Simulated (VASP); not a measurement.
Here is a VASP 6.6.1 calculation.

File INCAR:

```
SYSTEM = ZnO
ALGO     = Normal         ! electronic algorithm
EDIFF    = 1E-6           ! SCF threshold, eV
ENCUT    = 1340           ! plane-wave cutoff, eV
GGA      = PS             ! functional
GGA_COMPAT= .FALSE.      
ISIF     = 2              ! what is computed and relaxed
ISMEAR   = -1             ! smearing method
IVDW     = 12             ! dispersion correction
LASPH    = .TRUE.         ! aspherical terms in the spheres
LCHARG   = .FALSE.        ! write CHGCAR
LREAL    = .FALSE.        ! projectors in reciprocal space
LWAVE    = .FALSE.        ! write WAVECAR
NBANDS   = 26             ! bands
NELM     = 120            ! most SCF steps
PREC     = Accurate       ! precision mode
SIGMA    = 0.05           ! smearing width, eV
```

File KPOINTS:

```
k-points
0
G
  9 9 5
  0 0 0
```

The input POSCAR:

```
ZnO
1.0
    3.2115790850      0.0000000000      0.0000000000
   -1.6057895425      2.7813090739      0.0000000000
    0.0000000000      0.0000000000      5.1811394161
Zn O
2 2
Direct
    0.6666666667      0.3333333333     -0.0000634291
    0.3333333333      0.6666666667      0.4999365709
    0.3333333333      0.6666666667      0.8790734291
    0.6666666667      0.3333333333      0.3790734291
```

Potentials or basis: VASP PAW PBE potentials, release 64 (Zn, O_h).

Run with:

```sh
$ cat potpaw_PBE.64/Zn/POTCAR potpaw_PBE.64/O_h/POTCAR > POTCAR
$ mpirun -np 1 vasp_std > vasp.out
```

(1) Estimate the pressure.

(2) Predict the band gap on the k mesh.

(3) What does it give for the dispersion energy per atom?

Results:

(1) 0.9 GPa.

(2) 0.72 eV.

(3) -0.188 eV.

Caveat: semilocal functionals underestimate gaps, and a narrow one can read as zero; the PAW data sets were made with another functional, which shifts forces and pressure a little.

**What was measured.**

From “Electronic structure of alkaline earth and post-transition metal oxides”, 2009, arxiv:0908.1581, for a bulk crystal of ZnO: band gap 3.37 eV.

Against the measured gap of ZnO, 3.37 eV (quoted in “Electronic structure of alkaline earth and post-transition metal oxides”, 2009, arxiv:0908.1581), the calculated 0.72 eV is off by -2.65 eV. So large a miss can be the level of theory's own, or it may mean another phase, state or a wrong row. The value is that of PBEsol+D3(BJ), without temperature or zero-point motion. Semilocal functionals fall short of measured gaps as a rule.
